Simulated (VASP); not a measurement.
Input of a VASP 6.6.1 run:

INCAR

```
SYSTEM = AlCu3
PREC = Accurate
ENCUT = 520
EDIFF = 1E-6
ISMEAR = 0
SIGMA = 0.15
LREAL = .False.
LASPH = .True.
NELM = 80
ALGO = Fast
ISIF = 2
LWAVE = .False.
LCHARG = .True.
LELF = .True.
LVHAR = .True.
NBANDS = 26
```

File KPOINTS:

```
Automatic mesh
0
Gamma
  12 12 12
  0 0 0
```

POSCAR

```
AlCu3
1.0
    3.5592369196      0.0000000000      0.0000000000
    0.0000000000      3.5592369196      0.0000000000
    0.0000000000      0.0000000000      3.5592369196
Al Cu
1 3
Direct
    0.0000000000      0.0000000000      0.0000000000
    0.5000000000      0.4946503589      0.0000000000
    0.5000000000      0.0000000000      0.5000000000
    0.0000000000      0.5053496411      0.5000000000
```

Potentials or basis: VASP PAW LDA potentials, release 64 (Al, Cu).

The run is started by

```sh
$ cat potpaw_LDA.64/Al/POTCAR potpaw_LDA.64/Cu/POTCAR > POTCAR
$ mpirun -np 1 vasp_std > vasp.out
```

**Question.** Estimate the pressure.

**Answer.** 5.0 GPa.

**Question.** Estimate the largest force.

**Answer.** 0.140 eV/Å.

**Question.** Predict the band gap on the k mesh.

**Answer.** Zero (bands 18 and 19 overlap by 5.84 eV).

Forces in eV/Å, atoms in the order of the input:
```
Al   0.000  0.000  0.000
Cu   0.000  0.140  0.000
Cu   0.000  0.000  0.000
Cu   0.000 -0.140  0.000
```

Caveat: the cell differs from its parent crystal (atoms displaced along a vibrational mode, the cell strained); the cell stands under pressure.
